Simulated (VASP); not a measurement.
# CdSb2O2 (P6mm) in VASP: notebook

The runs below take CdSb2O2 through single point, relaxation of cell and atoms, with PBE.

All numbers are computed with VASP 6.6.1; they aren't measurements. Logs are shortened: lines on timing, memory, paths and dates and some standing lists are left out, and cuts for length are marked.

## 1. The cell of the first run

Symmetry: P6mm, No. 183, hexagonal system. Conventional cell: a = 5.421 Å, b = 5.421 Å, c = 4.251 Å, α = 90.00°, β = 90.00°, γ = 120.00°. Cd (site symmetry 6mm) has 12 O at 3.30 to 4.47 Å and 12 Sb at 3.53 to 4.08 Å and 2 Cd at 4.25 Å within 4.5 Å. Sb (site symmetry 3m) has 1 O at 1.56 Å within 2.1 Å. O (site symmetry 3m) has 1 Sb at 1.56 Å within 2.1 Å.

The cell was built from a structure type or drawn by symmetry, and may not be a known phase.

## 2. Single point, PBE

INCAR reads:

```
PREC = Accurate ; ENCUT = 600
EDIFF = 1E-6 ; ISMEAR = 0
SIGMA = 0.1 ; LREAL = False
LASPH = True ; NELM = 120
ALGO = Normal ; ISIF = 2
LWAVE = False ; LCHARG = True
GGA = PE ; LELF = True
LVHAR = True ; NBANDS = 39
GGA_COMPAT = False
```

KPOINTS reads:

```
regular mesh
0
Gamma
  6 6 4
```

POSCAR reads:

```
CdSb2O2
1.0
    5.4212538300      0.0000000000      0.0000000000
   -2.7106269200      4.6949435400      0.0000000000
    0.0000000000      0.0000000000      4.2508548900
Cd Sb O
1 2 2
Direct
    0.0000000000      0.0000000000      0.8631880300
    0.3333333300      0.6666666700      0.4786919100
    0.6666666700      0.3333333300      0.4786919100
    0.3333333300      0.6666666700      0.1125924500
    0.6666666700      0.3333333300      0.1125924500
```

Potentials or basis: VASP PAW PBE potentials, release 64 (Cd_sv_GW, Sb_d_GW, O).

Run with:

```bash
cat potpaw_PBE.64/Cd_sv_GW/POTCAR potpaw_PBE.64/Sb_d_GW/POTCAR potpaw_PBE.64/O/POTCAR > POTCAR
mpirun -np 1 vasp_std > vasp.out
```

OUTCAR:

```text
PREC = Accurate
   ENCUT = 600
   EDIFF = 1E-6
   ISMEAR = 0
   LREAL = False
   LASPH = True
   NELM = 120
   ISIF = 2
   GGA = PE

 ion  position               nearest neighbor table
   1  0.000  0.000  0.863-
   2  0.333  0.667  0.479-   4 1.56   4 2.69   3 3.13   3 3.13   3 3.13
   3  0.667  0.333  0.479-   5 1.56   5 2.69   2 3.13   2 3.13   2 3.13
   4  0.333  0.667  0.113-   2 1.56   2 2.69
   5  0.667  0.333  0.113-   3 1.56   3 2.69

  LATTYP: Found a hexagonal cell.
 ALAT       =     5.4212538300
 C/A-ratio  =     0.7841091790

  Lattice vectors:

 A1 = (   5.4212538300,   0.0000000000,   0.0000000000)
 A2 = (  -2.7106269200,   4.6949435400,   0.0000000000)
 A3 = (   0.0000000000,   0.0000000000,   4.2508548900)

Analysis of symmetry for initial positions (statically):
=====================================================================
 Subroutine PRICEL returns:
 Original cell was already a primitive cell.

 Routine SETGRP: Setting up the symmetry group for a
 hexagonal supercell.

 Subroutine GETGRP returns: Found 12 space group operations
 (whereof 12 operations were pure point group operations)
 out of a pool of 24 trial point group operations.

The static configuration has the point symmetry C_6v.

Analysis of symmetry for dynamics (positions and initial velocities):
=====================================================================
 Subroutine PRICEL returns:
 Original cell was already a primitive cell.

 Routine SETGRP: Setting up the symmetry group for a
 hexagonal supercell.

 Subroutine GETGRP returns: Found 12 space group operations
 (whereof 12 operations were pure point group operations)
 out of a pool of 24 trial point group operations.

The dynamic configuration has the point symmetry C_6v.

 Subroutine INISYM returns: Found 12 space group operations
 (whereof 12 operations are pure point group operations),
 and found     1 'primitive' translations

----------------------------------------------------------------------------------------

                                     Primitive cell

  volume of cell :     108.1948

  direct lattice vectors                    reciprocal lattice vectors
     5.421253830  0.000000000  0.000000000     0.184459173  0.106497554  0.000000000
    -2.710626920  4.694943540  0.000000000     0.000000000  0.212995107  0.000000000
     0.000000000  0.000000000  4.250854890     0.000000000  0.000000000  0.235246798

  length of vectors
     5.421253830  5.421253835  4.250854890     0.212995107  0.212995107  0.235246798

  position of ions in fractional coordinates (direct lattice)
     0.000000000  0.000000000  0.863188030
     0.333333330  0.666666670  0.478691910
     0.666666670  0.333333330  0.478691910
     0.333333330  0.666666670  0.112592450
     0.666666670  0.333333330  0.112592450

  ion indices of the primitive-cell ions
   primitive index   ion index
                 1           1
                 2           2
                 3           3
                 4           4
                 5           5

----------------------------------------------------------------------------------------

 KPOINTS: regular mesh

Automatic generation of k-mesh.
 Grid dimensions read from file:
 generate k-points for:    6    6    4

 Generating k-lattice:

  Cartesian coordinates                     Fractional coordinates (reciprocal lattice)
     0.030743196  0.017749592  0.000000000     0.166666667  0.000000000  0.000000000
     0.000000000  0.035499184  0.000000000     0.000000000  0.166666667  0.000000000
     0.000000000  0.000000000  0.058811699     0.000000000  0.000000000  0.250000000

  Length of vectors
     0.035499184  0.035499184  0.058811699

  Shift w.r.t. Gamma in fractional coordinates (k-lattice)
     0.000000000  0.000000000  0.000000000

 Subroutine IBZKPT returns following result:
 ===========================================

 Found     21 irreducible k-points:

 Following reciprocal coordinates:
            Coordinates               Weight
  0.000000  0.000000  0.000000      1.000000
  0.166667 -0.000000  0.000000      6.000000
  0.333333 -0.000000  0.000000      6.000000
  0.500000 -0.000000  0.000000      3.000000
  0.166667  0.166667  0.000000      6.000000
  0.333333  0.166667  0.000000     12.000000
[... 13 lines left out ...]
  0.333333  0.166667  0.500000     12.000000
  0.333333  0.333333  0.500000      2.000000
   k-points           NKPTS =     21   k-points in BZ     NKDIM =     21   number of bands    NBANDS=     39
   number of dos      NEDOS =    301   number of ions     NIONS =      5
   total plane-waves  NPLWV =  82944
   dimension x,y,z NGX =    48 NGY =   48 NGZ =   36
   dimension x,y,z NGXF=    96 NGYF=   96 NGZF=   72
   ions per type =               1   2   2
   NGX,Y,Z   is equivalent  to a cutoff of  14.72, 14.72, 14.08 a.u.
   NGXF,Y,Z  is equivalent  to a cutoff of  29.44, 29.44, 28.16 a.u.
 SYSTEM =  unknown system
   PREC   = accura    normal or accurate (medium, high low for compatibility)
   ISTART =      0    job   : 0-new  1-cont  2-samecut
   ICHARG =      2    charge: 1-file 2-atom 10-const
   ISPIN  =      1    spin polarized calculation?
   LNONCOLLINEAR =      F non collinear calculations
   LSORBIT =      F    spin-orbit coupling
   LASPH  =      T    aspherical Exc in radial PAW
   ENCUT  =  600.0 eV  44.10 Ry    6.64 a.u.  10.83 10.83  8.49*2*pi/ulx,y,z
   NELM   =    120;   NELMIN=  2; NELMDL= -5     # of ELM steps
   EDIFF  = 0.1E-05   stopping-criterion for ELM
   LREAL  =      F    real-space projection
   EDIFFG = 0.1E-04   stopping-criterion for IOM
   NSW    =      0    number of steps for IOM
   IBRION =     -1    ionic relax: 0-MD 1-quasi-New 2-CG
   NFREE  =      0    steps in history (QN), initial steepest desc. (CG)
   ISIF   =      2    stress and relaxation
   ISYM   =      2    0-nonsym 1-usesym 2-fastsym
   POTIM  = 0.5000    time-step for ionic-motion
   TEBEG  =    0.0;   TEEND  =   0.0 temperature during run
   PSTRESS=    0.0 pullay stress
   NELECT =      62.0000    total number of electrons
   NUPDOWN=      -1.0000    fix difference up-down
   EMIN   =  10.00;   EMAX   =-10.00  energy-range for DOS
   EFERMI =   0.00;   METHOD = LEGACY
   ISMEAR =     0;   SIGMA  =   0.10  broadening in eV -4-tet -1-fermi 0-gaus
   EFERMI_NEDOS =   21; number of points for ismear=-14 and -15
   IALGO  =     38    algorithm
   IMIX   =      4    mixing-type and parameters
     AMIX     =   0.40;   BMIX     =  1.00
     AMIX_MAG =   1.60;   BMIX_MAG =  1.00
  volume/ion in A,a.u.               =      21.64       146.03
  Fermi-wavevector in a.u.,A,eV,Ry     =   1.359784  2.569619 25.157343  1.849013
  Thomas-Fermi vector in A             =   2.486502
   LORBIT       =      0    0 simple, 1 ext, 2 COOP (PROOUT), +10 PAW based schemes
   GGA     = PE    functional components
   LHFCALC =     F    Hartree Fock is set to
   AEXX    =    0.0000 exact exchange contribution
   IVDW    =     0    specifies the selected vdW correction
   LEPSILON=     F    determine dielectric tensor
   LRPA    =     F    only Hartree local field effects (RPA)
 non-spin polarized calculation
 Gauss-broadening in eV      SIGMA  =   0.10
  energy-cutoff  :      600.00
  volume of cell :      108.19
 maximum number of plane-waves:      3653
 NGX is ok and might be reduce to    48
   NGX = 21   NGY = 21   NGZ = 17

 number of electron      62.0000004 magnetization

 Free energy of the ion-electron system (eV)
  ---------------------------------------------------
  ext. energy  EPLUGINS =         0.00000000
  ---------------------------------------------------
  free energy    TOTEN  =       -14.30951319 eV

  energy without entropy =      -14.29368414  energy(sigma->0) =      -14.30159867

 E-fermi :   3.8894     XC(G=0):  -9.6950

 val. band max:        3.8880589576   @ k =   0.1667  -0.0000   0.5000
 cond. band min:       3.8964692962   @ k =   0.0000   0.0000   0.0000
 fundamental gap:      0.0084103385
 Fermi energy:         3.8894358658

 k-point     1 :       0.0000    0.0000    0.0000
  band No.  band energies     occupation
      1     -98.1992      2.00000
      2     -59.2691      2.00000
      3     -59.2439      2.00000
      4     -59.2439      2.00000
      5     -26.3091      2.00000
      6     -26.2670      2.00000
[... 31 lines left out ...]
     38      11.1102      0.00000
     39      12.7949      0.00000

 k-point     2 :       0.1667   -0.0000    0.0000
  band No.  band energies     occupation
      1     -98.1992      2.00000
      2     -59.2690      2.00000
      3     -59.2439      2.00000
      4     -59.2438      2.00000
      5     -26.3067      2.00000
      6     -26.2695      2.00000
[... 31 lines left out ...]
     38      10.9409      0.00000
     39      12.3212      0.00000

 k-point     3 :       0.3333   -0.0000    0.0000
  band No.  band energies     occupation
      1     -98.1992      2.00000
      2     -59.2689      2.00000
      3     -59.2438      2.00000
      4     -59.2438      2.00000
      5     -26.3004      2.00000
      6     -26.2761      2.00000
[... 31 lines left out ...]
     38      10.7470      0.00000
     39      11.5627      0.00000

 k-point     4 :       0.5000   -0.0000    0.0000
  band No.  band energies     occupation
      1     -98.1992      2.00000
      2     -59.2690      2.00000
      3     -59.2439      2.00000
      4     -59.2438      2.00000
      5     -26.2954      2.00000
      6     -26.2814      2.00000
[... 31 lines left out ...]
     38      10.3617      0.00000
     39      10.9453      0.00000
[... 628 lines left out ...]
     38      10.5495      0.00000
     39      11.1424      0.00000

 k-point    20 :       0.3333    0.1667    0.5000
  band No.  band energies     occupation
      1     -98.1992      2.00000
      2     -59.2690      2.00000
      3     -59.2439      2.00000
      4     -59.2438      2.00000
      5     -26.2639      2.00000
      6     -26.2500      2.00000
[... 31 lines left out ...]
     38      10.8447      0.00000
     39      11.6289      0.00000

 k-point    21 :       0.3333    0.3333    0.5000
  band No.  band energies     occupation
      1     -98.1992      2.00000
      2     -59.2690      2.00000
      3     -59.2438      2.00000
      4     -59.2438      2.00000
      5     -26.2570      2.00000
      6     -26.2570      2.00000
[... 31 lines left out ...]
     38      11.9178      0.00000
     39      11.9203      0.00000

------------------------ aborting loop because EDIFF is reached ----------------------------------------

  FORCE on cell =-STRESS in cart. coord.  units (eV):
  Direction    XX          YY          ZZ          XY          YZ          ZX
  --------------------------------------------------------------------------------------
  -------------------------------------------------------------------------------------
  Total        0.8794180      0.8794180     74.2386903     -0.0000000      0.0000000     -0.0000000
  in kB       13.0226555     13.0226555   1099.3462218     -0.0000000      0.0000000     -0.0000000
  external PRESSURE =     375.1305109 kB  Pullay stress =       0.0000000 kB

 VOLUME and BASIS-vectors are now :
 -----------------------------------------------------------------------------
  energy-cutoff  :      600.00
  volume of cell :      108.19
      direct lattice vectors                 reciprocal lattice vectors
     5.421253830  0.000000000  0.000000000     0.184459173  0.106497554  0.000000000
    -2.710626920  4.694943540  0.000000000     0.000000000  0.212995107  0.000000000
     0.000000000  0.000000000  4.250854890     0.000000000  0.000000000  0.235246798

 POSITION                                       TOTAL-FORCE (eV/Angst)
 -----------------------------------------------------------------------------------
      0.00000      0.00000      3.66929        -0.000000     -0.000000     -0.279050
     -0.00000      3.12996      2.03485        -0.000000      0.000000     23.098227
      2.71063      1.56498      2.03485         0.000000     -0.000000     23.098227
     -0.00000      3.12996      0.47861         0.000000     -0.000000    -22.958702
      2.71063      1.56498      0.47861         0.000000      0.000000    -22.958702
 -----------------------------------------------------------------------------------
    total drift:                               -0.000000     -0.000000     -0.004971

  FREE ENERGIE OF THE ION-ELECTRON SYSTEM (eV)
  ---------------------------------------------------
  free  energy   TOTEN  =       -14.3095131947 eV

  energy  without entropy=      -14.2936841414  energy(sigma->0) =      -14.30159867
```

It took 4.7 min on 1 thread of AMD EPYC 7R43 (Zen 3), shared host; peak memory 0.3 GiB.

What came out:

| Quantity | Value |
| --- | --- |
| Free energy | -14.3095 eV |
| Pressure | 37.5 GPa |
| Largest force | 23.098 eV/Å |
| Band gap on the k mesh | zero (bands 31 and 32 overlap by 0.98 eV) |

Forces in eV/Å, atoms in the order of the input:
```
Cd    0.000   0.000  -0.279
Sb    0.000   0.000  23.098
Sb    0.000   0.000  23.098
O     0.000   0.000 -22.959
O     0.000   0.000 -22.959
```

Caveat: the k points lie up to 0.37 Å⁻¹ apart, too coarse for converged energies and pressures of a metal; spin-orbit coupling is left out, which moves the levels of the heavy elements; forces of over 1 eV/Å act on the atoms, so gaps and moduli don't describe the material at rest.

(Part 1 of 2 ends here.)
